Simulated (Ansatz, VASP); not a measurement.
## GeSb4Te7 in VASP and in Ansatz

```
Ge Sb Te
1.0
     4.32040    0.00000    0.00000
    -2.16020    3.74158    0.00000
     0.00000    0.00000   24.56976
Ge Sb Te
1 4 7
Direct
  0.00000 0.00000 0.50000
  0.66667 0.33333 0.91872
  0.33333 0.66667 0.34882
  0.33333 0.66667 0.08128
  0.66667 0.33333 0.65118
  0.33333 0.66667 0.84920
  0.66667 0.33333 0.15080
  0.00000 0.00000 0.72043
  0.66667 0.33333 0.43103
  0.33333 0.66667 0.56897
  0.00000 0.00000 0.00000
  0.00000 0.00000 0.27957
```

Alike in both runs: functional PBE; k mesh 12 × 12 × 2; occupations gaussian, width 0.02 eV; no spin polarisation.

Ansatz relaxed the structure, and its values are those at the end. VASP's run is a single point on that final structure, the one shown.

```csv
,VASP,Ansatz
version,VASP 6.6.1,Ansatz 0.2.0
potentials or method,"VASP PAW PBE potentials, release 64 (Ge_d, Sb, Te), cutoff 520 eV","scalar-relativistic, plane waves, PAW"
valence electrons in the cell,76,186
```

```csv
,VASP,Ansatz,Ansatz less VASP
gap on the k mesh at the Fermi level (eV),0.36,0.37,+0.008
least direct gap on the mesh (eV),0.36,0.37,+0.008
pressure (GPa),0.0,0.0,+0.01
rms of the force components (eV/Å),0.009,0.000,-0.0090
```

With one functional, cell and mesh, what is left measures potentials, basis and numerics. VASP's potentials hold 76 valence electrons a cell and Ansatz's 186, so a difference there can come from the potentials and not from the codes.

Neither program's run includes spin-orbit coupling.
